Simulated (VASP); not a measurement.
**Ge: single point with r2SCAN**

Crystal: Ge.

```
Ge
1.0
     1.36440   -2.50934    0.00000
     1.36440    2.50934    0.00000
     0.00000    0.00000    2.73370
Ge
1
Direct
  0.50000 0.50000 0.00000
```

This cell differs from its parent crystal: ratio of the length along z to the lengths across it x 1.05, volume and fractional coordinates fixed.

```yaml
Program: VASP 6.6.1
Task: single point
Functional: r2SCAN
Potentials_or_basis: VASP PAW PBE potentials, release 64 (Ge_d)
Cutoff: 520 eV
k_mesh: 28 × 28 × 24
Occupations: gaussian, width 0.15 eV
Spin: no spin polarisation
```

The pressure is 0.1 GPa and the band gap on the k mesh is zero (bands 7 and 8 overlap by 9.75 eV).

Stress tensor (GPa, compression positive):
```
 4.16  0.00  0.00
 0.00  1.66  0.00
 0.00  0.00 -5.44
```

Levels at points of the mesh, in eV from the Fermi level:
```
           k point  band 5  band 6  band 7  band 8  band 9  band 10
(0.00, 0.00, 0.00)  -25.28  -13.94    6.07    8.70   10.02    10.14
(0.50, 0.00, 0.00)  -25.29   -7.98   -5.89    4.26    8.53    10.68
(0.50, 0.50, 0.00)  -25.29   -8.81   -6.10    5.96   10.02    10.04
(0.00, 0.00, 0.50)  -25.34  -10.26   -6.26   11.57   13.03    17.51
(0.50, 0.00, 0.50)  -25.21   -3.76   -3.03   -1.63    3.96     7.08
(0.50, 0.50, 0.50)  -25.23   -4.71   -3.20   -2.25    3.60     8.81
```

It took 8.9 min on 1 thread of Intel(R) Xeon(R) 6975P-C (Granite Rapids), with other jobs on the host, peak memory 0.67 GiB.

Caveat: the stress differs along the axes, from -5 to 4 GPa; the PAW data sets were made with another functional, which shifts forces and pressure a little.
